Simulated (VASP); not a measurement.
## BP: single point with LDA

The system is BP.

```
B P
1.0
     0.00000    2.29169    2.26900
     2.29169    0.00000    2.26900
     2.29169    2.29169    0.00000
B P
1 1
Direct
  0.00000 0.00000 0.00000
  0.75000 0.75000 0.75000
```

This cell differs from its parent crystal: equal xx and yy strain of +1 %.

```
Program             : VASP 6.6.1
Task                : single point
Functional          : LDA
Potentials or basis : VASP PAW LDA potentials, release 64 (B, P)
Cutoff              : 520 eV
k mesh              : 15 × 15 × 15
Occupations         : fermi-dirac, width 0.05 eV
Spin                : no spin polarisation
```

```yaml
Pressure: -8.3 GPa
Band_gap_on_the_k_mesh: 1.06 eV, indirect (least direct gap 3.25 eV)
```

Stress tensor (GPa, compression positive):
```
-9.16  0.00  0.00
 0.00 -9.16  0.00
 0.00  0.00 -6.58
```

Levels at points of the mesh, in eV from the valence-band top:
| k point | band 2 | band 3 | band 4 | band 5 | band 6 | band 7 |
| --- | --- | --- | --- | --- | --- | --- |
| (0.00, 0.00, 0.00) | -0.09 | -0.09 | 0.00 | 3.25 | 3.30 | 3.30 |

Wall time 35 s on 1 thread of Intel Xeon 6975P-C (shared host), peak memory 0.18 GiB.

Caveat: the cell differs from its parent crystal (equal xx and yy strain of +1 %). A k mesh can miss the band edges.
